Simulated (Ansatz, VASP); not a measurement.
# One calculation of Ir, two programs

The input INCAR:

```
ALGO = Normal ; EDIFF = 1E-6
ENCUT = 520 ; GGA = CA
ISIF = 2 ; ISMEAR = -1
LASPH = T ; LCHARG = F
LREAL = F ; LWAVE = F
NBANDS = 10 ; NELM = 60
PREC = Accurate ; SIGMA = 0.01
```

The input KPOINTS:

```
k-points
0
Gamma
  14 14 14
```

File POSCAR:

```
Ir
1.0
    0.0000000000      1.9060927672      1.9060927672
    1.9060927672      0.0000000000      1.9060927672
    1.9060927672      1.9060927672      0.0000000000
Ir
1
Direct
    0.0000000000      0.0000000000      0.0000000000
```

Input for Ansatz:

```yaml
crystal:
  lattice:
    - [0.0, 1.9060927672, 1.9060927672]
    - [1.9060927672, 0.0, 1.9060927672]
    - [1.9060927672, 1.9060927672, 0.0]
  atoms:
    - { symbol: Ir, position: [0.0, 0.0, 0.0] }
hamiltonian:
  xc: lda
  pseudopotentials:
    kind: paw
    azcp:
      Ir: "pseudopotentials/Ir.paw.azcp"
basis:
  ecutwfc: 420
  fft_grid_basis: typed
kpoints:
  mp_grid: { grid: [14, 14, 14], shift: [0, 0, 0] }
magnetization:
  spin_polarized: false
scf:
  occupations: { method: fermi_dirac, width: 0.01 }
  lower_state_search: "off"
output:
  stress: true
```

Alike in both runs: task single point; functional LDA; k mesh 14 × 14 × 14; occupations fermi-dirac, width 0.01 eV; no spin polarisation.

|  | VASP | Ansatz |
| --- | --- | --- |
| version | VASP 6.6.1 | Ansatz 0.2.0 |
| potentials or method | VASP PAW LDA potentials, release 64 (Ir), cutoff 520 eV | plane waves (420 eV) with PAW, scalar-relativistic |
| valence electrons in the cell | 9 | 17 |

Ansatz gave:

- pressure (GPa): -0.2

Which values does VASP return?

Pressure (GPa): 2.4.

Ansatz warns that its potentials were made for another functional, while VASP's fit it. LDA's correlation is that of Perdew and Zunger in VASP and of Perdew and Wang (1992) in Ansatz. VASP's potentials hold 9 valence electrons a cell and Ansatz's 17, so a difference there can come from the potentials and not from the codes.

Neither program's run includes spin-orbit coupling.
